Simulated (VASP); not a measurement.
# WS2 (R3m) in VASP: further runs

The runs below take WS2 through single point, with r2SCAN.

All numbers are computed with VASP 6.6.1; they aren't measurements. Logs are shortened: lines on timing, memory, paths and dates and some standing lists are left out, and cuts for length are marked.

## (1) The cell of the first run

The structure is trigonal, space group R3m (No. 160). The conventional cell has a = 3.063 Å, b = 3.063 Å, c = 17.935 Å, α = 90.00°, β = 90.00°, γ = 120.00°. W (site symmetry 3m) has 6 S at 2.32 to 2.34 Å and 6 W at 3.06 Å within 3.1 Å. Within 3.1 Å of S (site symmetry 3m) lie 3 W at 2.32 Å and 7 S at 3.04 to 3.06 Å. Within 3.1 Å of S (site symmetry 3m) lie 3 W at 2.34 Å and 7 S at 3.04 to 3.06 Å.

## (2) Single point, r2SCAN (strain -0.030 along x and y, -0.030 along z)

The input, POSCAR:

```
WS2
1.0
    1.5316303727      0.8842872080      5.9784301000
   -1.5316303727      0.8842872080      5.9784301000
    0.0000000000     -1.7685744160      5.9784301000
W S
1 2
Direct
    0.0000000000      0.0000000000      0.0000000000
    0.7503000000      0.7503000000      0.7503000000
    0.5810000000      0.5810000000      0.5810000000
```

The input, INCAR.step1:

```
ALGO = Normal ; EDIFF = 1E-4
ENCUT = 520 ; GGA = PE
ISMEAR = 0 ; LASPH = True
LCHARG = False ; LREAL = False
LWAVE = True ; NBANDS = 20
NELM = 60 ; PREC = Accurate
SIGMA = 0.05
```

The input, INCAR.step2:

```
ALGO = Normal ; EDIFF = 1E-6
ENCUT = 520 ; ISIF = 2
ISMEAR = 0 ; ISTART = 1
LASPH = True ; LCHARG = False
LMIXTAU = True ; LREAL = False
LWAVE = False ; METAGGA = R2SCAN
NBANDS = 20 ; NELM = 60
PREC = Accurate ; SIGMA = 0.05
```

The input, KPOINTS:

```
k-points
0
Gamma
  12 12 12
```

Potentials or basis: VASP PAW PBE potentials, release 64 (W_sv, S).

The run is started by

```
$ cat potpaw_PBE.64/W_sv/POTCAR potpaw_PBE.64/S/POTCAR > POTCAR
$ cp INCAR.step1 INCAR
$ mpirun -np 1 vasp_std > vasp.out
$ cp INCAR.step2 INCAR
$ mpirun -np 1 vasp_std > vasp.out
```

OUTCAR:

```text
EDIFF = 1E-6
   ENCUT = 520
   ISIF = 2
   ISMEAR = 0
   ISTART = 1
   LASPH = True
   LREAL = False
   METAGGA = R2SCAN
   NELM = 60
   PREC = Accurate

 ion  position               nearest neighbor table
   1  0.000  0.000  0.000-   2 2.32   2 2.32   2 2.32   3 2.34   3 2.34   3 2.34
   2  0.750  0.750  0.750-   1 2.32   1 2.32   1 2.32
   3  0.581  0.581  0.581-   1 2.34   1 2.34   1 2.34

  LATTYP: Found a trigonal (rhomboedric) cell.
 ALAT       =     6.2345394317
 COS(alpha) =     0.8792939096

  Lattice vectors:

 A1 = (   1.5316303727,   0.8842872080,   5.9784301000)
 A2 = (  -1.5316303727,   0.8842872080,   5.9784301000)
 A3 = (   0.0000000000,  -1.7685744160,   5.9784301000)

Analysis of symmetry for initial positions (statically):
=====================================================================
 Subroutine PRICEL returns:
 Original cell was already a primitive cell.

 Routine SETGRP: Setting up the symmetry group for a
 trigonal (rhombohedral) supercell.

 Subroutine GETGRP returns: Found  6 space group operations
 (whereof  6 operations were pure point group operations)
 out of a pool of 12 trial point group operations.

The static configuration has the point symmetry C_3v.

Analysis of symmetry for dynamics (positions and initial velocities):
=====================================================================
 Subroutine PRICEL returns:
 Original cell was already a primitive cell.

 Routine SETGRP: Setting up the symmetry group for a
 trigonal (rhombohedral) supercell.

 Subroutine GETGRP returns: Found  6 space group operations
 (whereof  6 operations were pure point group operations)
 out of a pool of 12 trial point group operations.

The dynamic configuration has the point symmetry C_3v.

 Subroutine INISYM returns: Found  6 space group operations
 (whereof  6 operations are pure point group operations),
 and found     1 'primitive' translations

----------------------------------------------------------------------------------------

                                     Primitive cell

  volume of cell :      48.5832

  direct lattice vectors                    reciprocal lattice vectors
     1.531630373  0.884287208  5.978430100     0.326449520  0.188475718  0.055755997
    -1.531630373  0.884287208  5.978430100    -0.326449520  0.188475718  0.055755997
     0.000000000 -1.768574416  5.978430100     0.000000000 -0.376951436  0.055755997

  length of vectors
     6.234539432  6.234539432  6.234539432     0.381052643  0.381052643  0.381052643

  position of ions in fractional coordinates (direct lattice)
     0.000000000  0.000000000  0.000000000
     0.750300000  0.750300000  0.750300000
     0.581000000  0.581000000  0.581000000

  ion indices of the primitive-cell ions
   primitive index   ion index
                 1           1
                 2           2
                 3           3

----------------------------------------------------------------------------------------

 KPOINTS: k-points

Automatic generation of k-mesh.
 Grid dimensions read from file:
 generate k-points for:   12   12   12

 Generating k-lattice:

  Cartesian coordinates                     Fractional coordinates (reciprocal lattice)
     0.027204127  0.015706310  0.004646333     0.083333333 -0.000000000  0.000000000
    -0.027204127  0.015706310  0.004646333    -0.000000000  0.083333333  0.000000000
     0.000000000 -0.031412620  0.004646333     0.000000000  0.000000000  0.083333333

  Length of vectors
     0.031754387  0.031754387  0.031754387

  Shift w.r.t. Gamma in fractional coordinates (k-lattice)
     0.000000000  0.000000000  0.000000000

 Subroutine IBZKPT returns following result:
 ===========================================

 Found    189 irreducible k-points:

 Following reciprocal coordinates:
            Coordinates               Weight
  0.000000  0.000000  0.000000      1.000000
  0.083333  0.000000 -0.000000      6.000000
  0.166667  0.000000 -0.000000      6.000000
  0.250000  0.000000 -0.000000      6.000000
  0.333333 -0.000000  0.000000      6.000000
  0.416667  0.000000  0.000000      6.000000
[... 16 lines left out ...]
  0.500000  0.166667  0.000000     12.000000
 -0.416667  0.166667 -0.000000     12.000000
 [... further k-points ...]
   k-points           NKPTS =    189   k-points in BZ     NKDIM =    189   number of bands    NBANDS=     20
   number of dos      NEDOS =    301   number of ions     NIONS =      3
   total plane-waves  NPLWV = 110592
   dimension x,y,z NGX =    48 NGY =   48 NGZ =   48
   dimension x,y,z NGXF=    96 NGYF=   96 NGZF=   96
   ions per type =               1   2
   NGX,Y,Z   is equivalent  to a cutoff of  12.80, 12.80, 12.80 a.u.
   NGXF,Y,Z  is equivalent  to a cutoff of  25.60, 25.60, 25.60 a.u.
 SYSTEM =  unknown system
   PREC   = accura    normal or accurate (medium, high low for compatibility)
   ISTART =      1    job   : 0-new  1-cont  2-samecut
   ICHARG =      0    charge: 1-file 2-atom 10-const
   ISPIN  =      1    spin polarized calculation?
   LNONCOLLINEAR =      F non collinear calculations
   LSORBIT =      F    spin-orbit coupling
   LASPH  =      T    aspherical Exc in radial PAW
   ENCUT  =  520.0 eV  38.22 Ry    6.18 a.u.  11.59 11.59 11.59*2*pi/ulx,y,z
   NELM   =     60;   NELMIN=  2; NELMDL=  0     # of ELM steps
   EDIFF  = 0.1E-05   stopping-criterion for ELM
   LREAL  =      F    real-space projection
   EDIFFG = 0.1E-04   stopping-criterion for IOM
   NSW    =      0    number of steps for IOM
   IBRION =     -1    ionic relax: 0-MD 1-quasi-New 2-CG
   NFREE  =      0    steps in history (QN), initial steepest desc. (CG)
   ISIF   =      2    stress and relaxation
   ISYM   =      2    0-nonsym 1-usesym 2-fastsym
   POTIM  = 0.5000    time-step for ionic-motion
   TEBEG  =    0.0;   TEEND  =   0.0 temperature during run
   PSTRESS=    0.0 pullay stress
   NELECT =      26.0000    total number of electrons
   NUPDOWN=      -1.0000    fix difference up-down
   EMIN   =  10.00;   EMAX   =-10.00  energy-range for DOS
   EFERMI =   0.00;   METHOD = LEGACY
   ISMEAR =     0;   SIGMA  =   0.05  broadening in eV -4-tet -1-fermi 0-gaus
   EFERMI_NEDOS =   21; number of points for ismear=-14 and -15
   IALGO  =     38    algorithm
   IMIX   =      4    mixing-type and parameters
     AMIX     =   0.40;   BMIX     =  1.00
     AMIX_MAG =   1.60;   BMIX_MAG =  1.00
  volume/ion in A,a.u.               =      16.19       109.29
  Fermi-wavevector in a.u.,A,eV,Ry     =   1.329140  2.511710 24.036229  1.766613
  Thomas-Fermi vector in A             =   2.458325
   LORBIT       =      0    0 simple, 1 ext, 2 COOP (PROOUT), +10 PAW based schemes
   METAGGA = R2SCAN    functional components
   LHFCALC =     F    Hartree Fock is set to
   AEXX    =    0.0000 exact exchange contribution
   IVDW    =     0    specifies the selected vdW correction
   LEPSILON=     F    determine dielectric tensor
   LRPA    =     F    only Hartree local field effects (RPA)
 non-spin polarized calculation
 Gauss-broadening in eV      SIGMA  =   0.05
  energy-cutoff  :      520.00
  volume of cell :       48.58
 maximum number of plane-waves:      1320
   NGX = 23   NGY = 23   NGZ = 23

 number of electron      26.0000000 magnetization

 Free energy of the ion-electron system (eV)
  ---------------------------------------------------
  ext. energy  EPLUGINS =         0.00000000
  ---------------------------------------------------
  free energy    TOTEN  =       -69.69820780 eV

  energy without entropy =      -69.69820780  energy(sigma->0) =      -69.69820780

 E-fermi :   9.1548     XC(G=0): -12.1684

 val. band max:        8.6884981424   @ k =   0.5000   0.5000   0.5000
 cond. band min:       9.7438687882   @ k =  -0.1667   0.1667   0.0000
 fundamental gap:      1.0553706458
 Fermi energy:         9.1547904435

 k-point     1 :       0.0000    0.0000    0.0000
  band No.  band energies     occupation
      1     -67.8803      2.00000
      2     -31.6281      2.00000
      3     -31.3274      2.00000
      4     -31.3274      2.00000
      5      -8.5605      2.00000
      6      -6.0985      2.00000
[... 12 lines left out ...]
     19      17.4420      0.00000
     20      18.1194      0.00000

 k-point     2 :       0.0833    0.0000   -0.0000
  band No.  band energies     occupation
      1     -67.8780      2.00000
      2     -31.6207      2.00000
      3     -31.3659      2.00000
      4     -31.3361      2.00000
      5      -8.4168      2.00000
      6      -6.0660      2.00000
[... 12 lines left out ...]
     19      17.8537      0.00000
     20      18.0885      0.00000

 k-point     3 :       0.1667    0.0000   -0.0000
  band No.  band energies     occupation
      1     -67.8718      2.00000
      2     -31.6005      2.00000
      3     -31.4698      2.00000
      4     -31.3597      2.00000
      5      -8.0070      2.00000
      6      -5.9731      2.00000
[... 12 lines left out ...]
     19      17.6586      0.00000
     20      18.4694      0.00000

 k-point     4 :       0.2500    0.0000   -0.0000
  band No.  band energies     occupation
      1     -67.8633      2.00000
      2     -31.6091      2.00000
      3     -31.5728      2.00000
      4     -31.3918      2.00000
      5      -7.3949      2.00000
      6      -5.8346      2.00000
[... 12 lines left out ...]
     19      17.5040      0.00000
     20      18.4148      0.00000

 k-point     5 :       0.3333   -0.0000    0.0000
  band No.  band energies     occupation
      1     -67.8548      2.00000
      2     -31.7453      2.00000
      3     -31.5450      2.00000
      4     -31.4237      2.00000
      5      -6.6932      2.00000
      6      -5.6804      2.00000
[... 12 lines left out ...]
     19      16.6729      0.00000
     20      17.3094      0.00000
[... 353 lines left out ...]
      6      -5.8058      2.00000
[... 12 lines left out ...]
     19      17.4970      0.00000
     20      18.3447      0.00000

 k-point    22 :       0.4167    0.1667    0.0000
  band No.  band energies     occupation
      1     -67.8517      2.00000
      2     -31.7448      2.00000
      3     -31.5349      2.00000
      4     -31.4875      2.00000
      5      -6.3797      2.00000
      6      -5.6413      2.00000
[... 12 lines left out ...]
     19      17.2354      0.00000
     20      17.8684      0.00000

 k-point    23 :       0.5000    0.1667    0.0000
  band No.  band energies     occupation
      1     -67.8463      2.00000
      2     -31.8105      2.00000
      3     -31.5277      2.00000
      4     -31.5171      2.00000
      5      -5.8431      2.00000
      6      -5.4909      2.00000
[... 12 lines left out ...]
     19      17.2732      0.00000
     20      17.8380      0.00000

 k-point    24 :      -0.4167    0.1667   -0.0000
  band No.  band energies     occupation
      1     -67.8443      2.00000
      2     -31.8341      2.00000
      3     -31.5426      2.00000
      4     -31.5106      2.00000
      5      -5.6355      2.00000
      6      -5.4206      2.00000
[... 12 lines left out ...]
     19      17.6823      0.00000
     20      17.8535      0.00000

 [... further k-points ...]

------------------------ aborting loop because EDIFF is reached ----------------------------------------

  FORCE on cell =-STRESS in cart. coord.  units (eV):
  Direction    XX          YY          ZZ          XY          YZ          ZX
  --------------------------------------------------------------------------------------
  -------------------------------------------------------------------------------------
  Total        6.8404806      6.8404806      6.8738817      0.0000000      0.0000000      0.0000000
  in kB      225.5856562    225.5856562    226.6871587      0.0000000      0.0000000      0.0000000
  external PRESSURE =     225.9528237 kB  Pullay stress =       0.0000000 kB

 VOLUME and BASIS-vectors are now :
 -----------------------------------------------------------------------------
  energy-cutoff  :      520.00
  volume of cell :       48.58
      direct lattice vectors                 reciprocal lattice vectors
     1.531630373  0.884287208  5.978430100     0.326449520  0.188475718  0.055755997
    -1.531630373  0.884287208  5.978430100    -0.326449520  0.188475718  0.055755997
     0.000000000 -1.768574416  5.978430100     0.000000000 -0.376951436  0.055755997

 POSITION                                       TOTAL-FORCE (eV/Angst)
 -----------------------------------------------------------------------------------
      0.00000      0.00000      0.00000         0.000000     -0.000000     -0.761893
      0.00000      0.00000     13.45685         0.000000      0.000000      2.217553
      0.00000      0.00000     10.42040         0.000000      0.000000     -1.455660
 -----------------------------------------------------------------------------------
    total drift:                                0.000000     -0.000000     -0.000177

  FREE ENERGIE OF THE ION-ELECTRON SYSTEM (eV)
  ---------------------------------------------------
  free  energy   TOTEN  =       -69.6982078017 eV

  energy  without entropy=      -69.6982078017  energy(sigma->0) =      -69.69820780
```

Wall time 13 min (1 thread of Intel Xeon 6975P-C (Granite Rapids), shared host); peak memory 0.46 GiB.

What came out:

```yaml
Free_energy: -69.6982 eV
Pressure: 22.6 GPa
Largest_force: 2.218 eV/Å
Band_gap_on_the_k_mesh: 1.06 eV (least direct gap 2.27 eV)
```

Forces in eV/Å, atoms in the order of the input:
```
W    0.000  0.000 -0.762
S    0.000  0.000  2.218
S    0.000  0.000 -1.456
```

Stress tensor (GPa, compression positive):
```
22.56  0.00  0.00
 0.00 22.56  0.00
 0.00  0.00 22.67
```

Caveat: the cell differs from its parent crystal (strain -0.030 along x and y, -0.030 along z); the cell stands under pressure; the PAW data sets were made with another functional, which shifts forces and pressure a little; spin-orbit coupling is left out, which moves the levels of the heavy elements. A k mesh can miss the band edges.

[end of part 1 of 2]
